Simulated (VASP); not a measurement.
Crystal: GeIrF6.

```xyz
8
Lattice="0.0000 3.7740 3.7740 3.7740 0.0000 3.7740 3.7740 3.7740 0.0000" Properties=species:S:1:pos:R:3 pbc="T T T"
Ge    0.0000    0.0000    0.0000
Ir    3.7740    3.7740    3.7740
F     1.8870    3.7740    3.7740
F     5.6610    3.7740    3.7740
F     3.7740    1.8870    3.7740
F     3.7740    5.6610    3.7740
F     3.7740    3.7740    1.8870
F     3.7740    3.7740    5.6610
```

```yaml
Program: VASP 6.6.1
Task: relaxation of cell and atoms
Functional: PBE
Potentials_or_basis: VASP PAW PBE potentials, release 64 (Ge_d, Ir, F)
Cutoff: 600 eV
k_mesh: 4 × 4 × 4
Occupations: gaussian, width 0.1 eV
Spin: collinear spin
Starting_moments: "[0.0, 1.0, 0.0, 0.0, 0.0, 0.0, 0.0, 0.0] μB"
```

At the start: pressure 31.2 GPa; volume 13.44 Å³/atom.

Question: How do energy, volume and symmetry change on relaxing?

Answer: Over 5 steps the energy falls by 255.9 meV/atom and the volume is 15.97 Å³/atom (+18.9 %); space group Fm-3m (No. 225, to 0.1 Å) before and after; moment 0.10 μB per cell.

The path:
```
step  energy change (eV)  largest force (eV/Å)  pressure (GPa)  volume (Å³)
   1              0.0000                2.5999           31.21       107.51
   2             -0.7533                0.3622          -12.38       153.60
   3             -2.0453                0.0715           -0.56       128.72
   4             -2.0469                0.0468           -0.18       128.22
   5             -2.0472                0.0241            0.19       127.78
```

Final structure:
```cif
data_structure
_symmetry_space_group_name_H-M 'P 1'
_symmetry_Int_Tables_number 1
_cell_length_a 5.6536
_cell_length_b 5.6536
_cell_length_c 5.6536
_cell_angle_alpha 60.000
_cell_angle_beta 60.000
_cell_angle_gamma 60.000
_cell_volume 127.78
loop_
_atom_site_label
_atom_site_type_symbol
_atom_site_fract_x
_atom_site_fract_y
_atom_site_fract_z
_atom_site_occupancy
Ge1 Ge 0.00000 0.00000 0.00000 1
Ir1 Ir 0.50000 0.50000 0.50000 1
F1 F 0.75877 0.24123 0.24123 1
F2 F 0.24123 0.75877 0.75877 1
F3 F 0.24123 0.75877 0.24123 1
F4 F 0.75877 0.24123 0.75877 1
F5 F 0.24123 0.24123 0.75877 1
F6 F 0.75877 0.75877 0.24123 1
```

Caveat: the k points lie up to 0.34 Å⁻¹ apart in the final cell; the volume moved by over 15 % at a fixed basis, so the end points are rough.
